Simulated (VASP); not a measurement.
# AgI (F-43m) in VASP: further runs, part 3 of 3

VASP 6.6.1.

## (6) Single point, PBEsol (34.88 Å³/atom)

This run uses another cell than the first one, of 34.88 Å³/atom.

The input, INCAR:

```
ALGO = Normal
EDIFF = 1E-6
ENCUT = 500
GGA = PS
GGA_COMPAT = False
ISIF = 2
ISMEAR = 0
LASPH = True
LCHARG = True
LELF = True
LREAL = False
LVHAR = True
LWAVE = False
NBANDS = 16
NELM = 120
PREC = Accurate
SIGMA = 0.05
```

The input, KPOINTS:

```
k-points
0
Gamma
  8 8 8
```

The input, POSCAR:

```
AgI
1.0
    0.0000000000      3.2673495127      3.2673495127
    3.2673495127      0.0000000000      3.2673495127
    3.2673495127      3.2673495127      0.0000000000
Ag I
1 1
Direct
    0.0000000000      0.0000000000      0.0000000000
    0.7500000000      0.7500000000      0.7500000000
```

Potentials or basis: VASP PAW PBE potentials, release 64 (Ag, I).

Launch:

```bash
$ cat potpaw_PBE.64/Ag/POTCAR potpaw_PBE.64/I/POTCAR > POTCAR
$ mpirun -np 1 vasp_std > vasp.out
```

OUTCAR:

```text
EDIFF = 1E-6
   ENCUT = 500
   GGA = PS
   ISIF = 2
   ISMEAR = 0
   LASPH = True
   LREAL = False
   NELM = 120
   PREC = Accurate

 ion  position               nearest neighbor table
   1  0.000  0.000  0.000-   2 2.83   2 2.83   2 2.83   2 2.83
   2  0.750  0.750  0.750-   1 2.83   1 2.83   1 2.83   1 2.83

  LATTYP: Found a face centered cubic cell.
 ALAT       =     6.5346990254

  Lattice vectors:

 A1 = (   0.0000000000,   3.2673495127,   3.2673495127)
 A2 = (   3.2673495127,   0.0000000000,   3.2673495127)
 A3 = (   3.2673495127,   3.2673495127,   0.0000000000)

Analysis of symmetry for initial positions (statically):
=====================================================================
 Subroutine PRICEL returns:
 Original cell was already a primitive cell.

 Routine SETGRP: Setting up the symmetry group for a
 face centered cubic supercell.

 Subroutine GETGRP returns: Found 24 space group operations
 (whereof 24 operations were pure point group operations)
 out of a pool of 48 trial point group operations.

The static configuration has the point symmetry T_d .

[... 158 lines left out ...]

  energy without entropy =       -5.44403930  energy(sigma->0) =       -5.44403930

 E-fermi :   3.0609     XC(G=0):  -8.5494

 val. band max:        2.8017399631   @ k =   0.0000   0.0000   0.0000
 cond. band min:       4.0068849394   @ k =   0.0000   0.0000   0.0000
 fundamental gap:      1.2051449763
 Fermi energy:         3.0609498086

 k-point     1 :       0.0000    0.0000    0.0000
  band No.  band energies     occupation
      1      -9.9444      2.00000
      2      -1.3258      2.00000
      3      -1.3258      2.00000
      4      -1.3258      2.00000
      5      -0.2020      2.00000
      6      -0.2020      2.00000
[... 433 lines left out ...]
      3      -1.1563      2.00000
      4      -0.9864      2.00000
      5      -0.2370      2.00000
      6      -0.1599      2.00000
[... 8 lines left out ...]
     15      13.3542      0.00000
     16      14.0208      0.00000

 [... further k-points ...]

------------------------ aborting loop because EDIFF is reached ----------------------------------------

  FORCE on cell =-STRESS in cart. coord.  units (eV):
  Direction    XX          YY          ZZ          XY          YZ          ZX
  --------------------------------------------------------------------------------------
  -------------------------------------------------------------------------------------
  Total       -0.5354995     -0.5354995     -0.5354995      0.0000000      0.0000000      0.0000000
  in kB      -12.2985217    -12.2985217    -12.2985217      0.0000000      0.0000000      0.0000000
  external PRESSURE =     -12.2985217 kB  Pullay stress =       0.0000000 kB

 VOLUME and BASIS-vectors are now :
 -----------------------------------------------------------------------------
  energy-cutoff  :      500.00
  volume of cell :       69.76
      direct lattice vectors                 reciprocal lattice vectors
     0.000000000  3.267349513  3.267349513    -0.153029236  0.153029236  0.153029236
     3.267349513  0.000000000  3.267349513     0.153029236 -0.153029236  0.153029236
     3.267349513  3.267349513  0.000000000     0.153029236  0.153029236 -0.153029236

 POSITION                                       TOTAL-FORCE (eV/Angst)
 -----------------------------------------------------------------------------------
      0.00000      0.00000      0.00000        -0.000000     -0.000000     -0.000000
      4.90102      4.90102      4.90102         0.000000      0.000000      0.000000
 -----------------------------------------------------------------------------------
    total drift:                                0.000000      0.000000      0.000000

  FREE ENERGIE OF THE ION-ELECTRON SYSTEM (eV)
  ---------------------------------------------------
  free  energy   TOTEN  =        -5.4440392980 eV

  energy  without entropy=       -5.4440392980  energy(sigma->0) =       -5.44403930
```

OSZICAR:

```text
N       E                     dE             d eps       ncg     rms          rms(c)
DAV:   1     0.868286925976E+02    0.86829E+02   -0.74760E+03   928   0.909E+02
DAV:   2    -0.239862864007E+01   -0.89227E+02   -0.83496E+02  1112   0.193E+02
DAV:   3    -0.551508741033E+01   -0.31165E+01   -0.31088E+01  1184   0.370E+01
DAV:   4    -0.556334159940E+01   -0.48254E-01   -0.48253E-01  1432   0.430E+00
DAV:   5    -0.556345170344E+01   -0.11010E-03   -0.11010E-03  1200   0.202E-01    0.505E+00
DAV:   6    -0.544632233750E+01    0.11713E+00   -0.36267E-01  1024   0.811E+00    0.381E+00
DAV:   7    -0.544485581864E+01    0.14665E-02   -0.42182E-02  1064   0.123E+00    0.177E+00
DAV:   8    -0.544389878268E+01    0.95704E-03   -0.21096E-03  1192   0.398E-01    0.267E-01
DAV:   9    -0.544397429373E+01   -0.75511E-04   -0.33454E-04  1144   0.223E-01    0.375E-02
DAV:  10    -0.544400827025E+01   -0.33977E-04   -0.28739E-05  1160   0.377E-02    0.172E-02
DAV:  11    -0.544403917403E+01   -0.30904E-04   -0.34186E-05  1104   0.342E-02    0.454E-03
DAV:  12    -0.544403929801E+01   -0.12398E-06   -0.59078E-07   888   0.736E-03
   1 F= -.54440393E+01 E0= -.54440393E+01  d E =-.351712E-15
```

stdout:

```text
POSCAR found type information on POSCAR AgI
 POSCAR found :  2 types and       2 ions
 scaLAPACK will be used
 -----------------------------------------------------------------------------
|                                                                             |
|                                                                             |
|     You enforced a specific xc type in the INCAR file but a different       |
|     I HOPE YOU KNOW WHAT YOU ARE DOING!                                     |
|                                                                             |
 -----------------------------------------------------------------------------

 LDA part: xc-table for (Slater+PW92), standard interpolation
 POSCAR, INCAR and KPOINTS ok, starting setup
 FFT: planning ... GRIDC
 FFT: planning ... GRID_SOFT
 FFT: planning ... GRID
 WAVECAR not read
 entering main loop
```

Wall time 23 s (1 thread of AMD EPYC 9R45 (Zen 5), shared host); peak memory 0.19 GiB.

What came out:

- Free energy: -5.4440 eV
- Pressure: -1.2 GPa
- Band gap on the k mesh: 1.21 eV

Caveat: the PAW data sets were made with another functional, which shifts forces and pressure a little; spin-orbit coupling is left out, which moves the levels of the heavy elements.

## (7) Summary

```csv
cell,gap on the mesh (eV),pressure (GPa)
"a = 4.499 Å, angles 60.0°, 2 atoms",1.20,1.5
"a = 4.561 Å, angles 60.0°, 2 atoms",1.20,0.0
"a = 4.591 Å, angles 60.0°, 2 atoms",1.20,-0.7
"a = 4.621 Å, angles 60.0°, 2 atoms",1.21,-1.2
```

Alike in all rows: task single point; level PBEsol; potentials or basis VASP PAW PBE potentials, release 64 (Ag, I); no spin polarisation; k mesh 8 × 8 × 8; cutoff (eV) 500; smearing gaussian 0.05 eV.

Caveats: the PAW data sets were made with another functional, which shifts forces and pressure a little; spin-orbit coupling is left out, which moves the levels of the heavy elements.

Total energies depend on the potentials used, so only differences within one code and one set of settings carry meaning.
